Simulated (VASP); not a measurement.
# Si (a cell with a defect) in VASP: single point with PBE+D3(BJ)

Aim: the single point of Si (a cell with a defect) with PBE+D3(BJ).

Program: VASP 6.6.1. These are calculated values, not measurements. Logs are shortened: lines on timing, memory, paths and dates and some standing lists are left out, and cuts for length are marked.

**1. The cell of the first run**

The cell holds a defect, 17 atoms: a = 7.679 Å, b = 7.679 Å, c = 7.679 Å, α = 60.00°, β = 60.00°, γ = 60.00°.

**2. Single point, PBE+D3(BJ)**

INCAR reads:

```
ALGO = Normal ; EDIFF = 1E-7
ENCUT = 520 ; GGA = PE
ISIF = 2 ; ISMEAR = -1
IVDW = 12 ; LASPH = True
LCHARG = False ; LREAL = Auto
LWAVE = False ; NBANDS = 48
NELM = 100 ; PREC = Accurate
SIGMA = 0.02
```

KPOINTS reads:

```
k-points
0
Gamma
  2 2 2
```

POSCAR reads:

```
Si
1.0
    0.0000000000      5.4300000000      5.4300000000
    5.4300000000      0.0000000000      5.4300000000
    5.4300000000      5.4300000000      0.0000000000
Si
17
Direct
    0.0169229888     -0.0051634757     -0.0057672379
    0.1635969308      0.1085925663      0.1080173553
    0.0015308719     -0.0097250244      0.5015367759
    0.1221342939      0.1207359096      0.6227875807
    0.0015809066      0.5020963360     -0.0101785371
    0.1223265942      0.6233710551      0.1201569562
   -0.0092524322      0.4918524522      0.4912966433
    0.1155270622      0.6161713274      0.6156927215
    0.5226612147      0.0233369021      0.0227922953
    0.6494053416      0.1505597882      0.1501152354
    0.4935713866     -0.0052426553      0.5175918594
    0.6079801276      0.1086727931      0.6637104806
    0.4937469161      0.5180627536     -0.0057053330
    0.6080417369      0.6642988300      0.1081617293
    0.4896340393      0.5021084020      0.5015952319
    0.6195986264      0.6232813997      0.6228623318
    0.7892138946      0.2899304400      0.2892868113
```

Potentials or basis: VASP PAW PBE potentials, release 64 (Si).

Launch:

```sh
cat potpaw_PBE.64/Si/POTCAR > POTCAR
mpirun -np 1 vasp_std > vasp.out
```

OUTCAR:

```text
EDIFF = 1E-7
   ENCUT = 520
   GGA = PE
   ISIF = 2
   ISMEAR = -1
   IVDW = 12
   LASPH = True
   LREAL = Auto
   NELM = 100
   PREC = Accurate
 IVDW          = 12

 ion  position               nearest neighbor table
   1  0.017  0.995  0.994-   4 2.33   6 2.33  10 2.35   2 2.35
   2  0.164  0.109  0.108-   9 2.30   1 2.35  17 2.46   5 2.48   3 2.48
   3  0.002  0.990  0.502-   4 2.33   8 2.35  17 2.40   2 2.48  12 2.48
   4  0.122  0.121  0.623-   7 2.33  11 2.33   1 2.33   3 2.33
   5  0.002  0.502  0.990-   6 2.34   8 2.35  17 2.40   2 2.48  14 2.48
   6  0.122  0.623  0.120-   7 2.33  13 2.33   1 2.33   5 2.34
   7  0.991  0.492  0.491-   4 2.33   6 2.33  16 2.33   8 2.34
   8  0.116  0.616  0.616-   7 2.34   3 2.35  15 2.35   5 2.35
   9  0.523  0.023  0.023-  14 2.30  12 2.30   2 2.30  10 2.39
  10  0.649  0.151  0.150-  13 2.35  11 2.35   1 2.35   9 2.39  17 2.62
  11  0.494  0.995  0.518-   4 2.33  16 2.33  10 2.35  12 2.35
  12  0.608  0.109  0.664-   9 2.30  11 2.35  17 2.46  15 2.48   3 2.48
  13  0.494  0.518  0.994-   6 2.33  16 2.33  10 2.35  14 2.35
  14  0.608  0.664  0.108-   9 2.30  13 2.35  17 2.46  15 2.48   5 2.48
  15  0.490  0.502  0.502-  16 2.34   8 2.35  17 2.40  12 2.48  14 2.48
  16  0.620  0.623  0.623-   7 2.33  13 2.33  11 2.33  15 2.34
  17  0.789  0.290  0.289-   5 2.40  15 2.40   3 2.40  14 2.46  12 2.46   2 2.46  10 2.62

  LATTYP: Found a face centered cubic cell.
 ALAT       =    10.8600000000

  Lattice vectors:

 A1 = (   0.0000000000,   5.4300000000,   5.4300000000)
 A2 = (   5.4300000000,   0.0000000000,   5.4300000000)
 A3 = (   5.4300000000,   5.4300000000,   0.0000000000)

Analysis of symmetry for initial positions (statically):
=====================================================================
 Subroutine PRICEL returns:
 Original cell was already a primitive cell.

 Routine SETGRP: Setting up the symmetry group for a
 face centered cubic supercell.

 Subroutine GETGRP returns: Found  1 space group operations
 (whereof  1 operations were pure point group operations)
 out of a pool of 48 trial point group operations.

The static configuration has the point symmetry C_1 .

Analysis of symmetry for dynamics (positions and initial velocities):
=====================================================================
 Subroutine PRICEL returns:
 Original cell was already a primitive cell.

 Routine SETGRP: Setting up the symmetry group for a
 face centered cubic supercell.

[... 121 lines left out ...]
   IBRION =     -1    ionic relax: 0-MD 1-quasi-New 2-CG
   NFREE  =      0    steps in history (QN), initial steepest desc. (CG)
   ISIF   =      2    stress and relaxation
   ISYM   =      2    0-nonsym 1-usesym 2-fastsym
   POTIM  = 0.5000    time-step for ionic-motion
   TEBEG  =    0.0;   TEEND  =   0.0 temperature during run
   PSTRESS=    0.0 pullay stress
   NELECT =      68.0000    total number of electrons
   NUPDOWN=      -1.0000    fix difference up-down
   EMIN   =  10.00;   EMAX   =-10.00  energy-range for DOS
   EFERMI =   0.00;   METHOD = LEGACY
   ISMEAR =    -1;   SIGMA  =   0.02  broadening in eV -4-tet -1-fermi 0-gaus
   EFERMI_NEDOS =   21; number of points for ismear=-14 and -15
   IALGO  =     38    algorithm
   IMIX   =      4    mixing-type and parameters
     AMIX     =   0.40;   BMIX     =  1.00
     AMIX_MAG =   1.60;   BMIX_MAG =  1.00
  volume/ion in A,a.u.               =      18.84       127.11
  Fermi-wavevector in a.u.,A,eV,Ry     =   0.976715  1.845724 12.979587  0.953973
  Thomas-Fermi vector in A             =   2.107356
   LORBIT       =      0    0 simple, 1 ext, 2 COOP (PROOUT), +10 PAW based schemes
   GGA     = PE    functional components
   LHFCALC =     F    Hartree Fock is set to
   AEXX    =    0.0000 exact exchange contribution
   IVDW    =    12    specifies the selected vdW correction
   LEPSILON=     F    determine dielectric tensor
   LRPA    =     F    only Hartree local field effects (RPA)
 non-spin polarized calculation
  energy-cutoff  :      520.00
  volume of cell :      320.21
 maximum number of plane-waves:      8646
 NGX is ok and might be reduce to    60
   NGX = 29   NGY = 29   NGZ = 29

 number of electron      68.0000000 magnetization

 Free energy of the ion-electron system (eV)
  ---------------------------------------------------
  ext. energy  EPLUGINS =         0.00000000
  ---------------------------------------------------
  free energy    TOTEN  =       -87.71693400 eV

  energy without entropy =      -87.70399199  energy(sigma->0) =      -87.71046300

 E-fermi :   6.7746     XC(G=0):  -9.6950

 val. band max:        6.7273068678   @ k =   0.0000   0.0000   0.0000
 cond. band min:       6.7836276061   @ k =   0.0000   0.5000   0.5000
 fundamental gap:      0.0563207383
 Fermi energy:         6.7746375684

 k-point     1 :       0.0000    0.0000    0.0000
  band No.  band energies     occupation
      1      -6.2390      2.00000
      2      -3.8672      2.00000
      3      -3.6002      2.00000
      4      -3.5988      2.00000
      5      -3.4029      2.00000
      6      -2.7308      2.00000
[... 381 lines left out ...]
     45      10.2822      0.00000
     46      10.4095      0.00000
 [bands above 46 left out]

------------------------ aborting loop because EDIFF is reached ----------------------------------------

 Edisp (eV)   -5.64625

 E8    (eV) :    -2.3358

  FORCE on cell =-STRESS in cart. coord.  units (eV):
  Direction    XX          YY          ZZ          XY          YZ          ZX
  --------------------------------------------------------------------------------------
  -------------------------------------------------------------------------------------
  Total       2.96476     2.96176     2.95955    -1.11864    -1.12671    -1.10888
  in kB      14.83440    14.81941    14.80835    -5.59720    -5.63761    -5.54839
  external pressure =       14.82 kB  Pullay stress =        0.00 kB

 VOLUME and BASIS-vectors are now :
 -----------------------------------------------------------------------------
  energy-cutoff  :      520.00
  volume of cell :      320.21
      direct lattice vectors                 reciprocal lattice vectors
     0.000000000  5.430000000  5.430000000    -0.092081031  0.092081031  0.092081031
     5.430000000  0.000000000  5.430000000     0.092081031 -0.092081031  0.092081031
     5.430000000  5.430000000  0.000000000     0.092081031  0.092081031 -0.092081031

 POSITION                                       TOTAL-FORCE (eV/Angst)
 -----------------------------------------------------------------------------------
     10.80065      5.49058      5.49385        -0.016157     -0.010619     -0.013135
      1.17619      1.47487      1.47799        -0.018474     -0.007529     -0.009028
      8.10054      2.73166      5.38551         0.015366      0.016078      0.010467
      4.03733      4.04493      1.31879        -0.002725      0.018656      0.000613
      8.10111      5.38331      2.73497         0.012521      0.009222      0.021758
      4.03736      1.31669      4.04914        -0.001520     -0.002150      0.015203
[... 9 lines left out ...]
      6.76656      6.74656      6.74884         0.014452     -0.004796      0.000205
      3.14515      5.85626      5.85975        -0.026797     -0.022882     -0.028792
 -----------------------------------------------------------------------------------
    total drift:                               -0.009622      0.007911     -0.004157

  FREE ENERGIE OF THE ION-ELECTRON SYSTEM (eV)
  ---------------------------------------------------
  free  energy   TOTEN  =       -93.3631849246 eV

  energy  without entropy=      -93.3502429083  energy(sigma->0) =      -93.35671392
```

Wall time 3.5 min (1 thread of Intel Xeon Platinum 8259CL at 2.50GHz (Skylake/Cascade Lake), shared host); peak memory 0.47 GiB.

Results:

* Free energy: -93.3632 eV
* Pressure: 1.5 GPa
* Largest force: 0.052 eV/Å
* Band gap on the k mesh: zero (bands 34 and 35 overlap by 0.06 eV)
* Dispersion energy per atom: -0.332 eV

Forces in eV/Å, atoms in the order of the input:
```
Si  -0.016 -0.011 -0.013
Si  -0.018 -0.008 -0.009
Si   0.015  0.016  0.010
Si  -0.003  0.019  0.001
Si   0.013  0.009  0.022
Si  -0.002 -0.002  0.015
Si   0.029  0.031  0.031
Si  -0.026 -0.027 -0.029
Si   0.031  0.024  0.028
Si   0.008  0.016  0.015
Si  -0.006 -0.001 -0.007
Si  -0.017 -0.015 -0.027
Si  -0.007 -0.010 -0.005
Si  -0.017 -0.027 -0.017
Si   0.028  0.015  0.012
Si   0.014 -0.005  0.000
Si  -0.027 -0.023 -0.029
```

Stress tensor (GPa, compression positive):
```
 1.48 -0.56 -0.55
-0.56  1.48 -0.56
-0.55 -0.56  1.48
```

Caveat: the k points lie up to 0.50 Å⁻¹ apart.
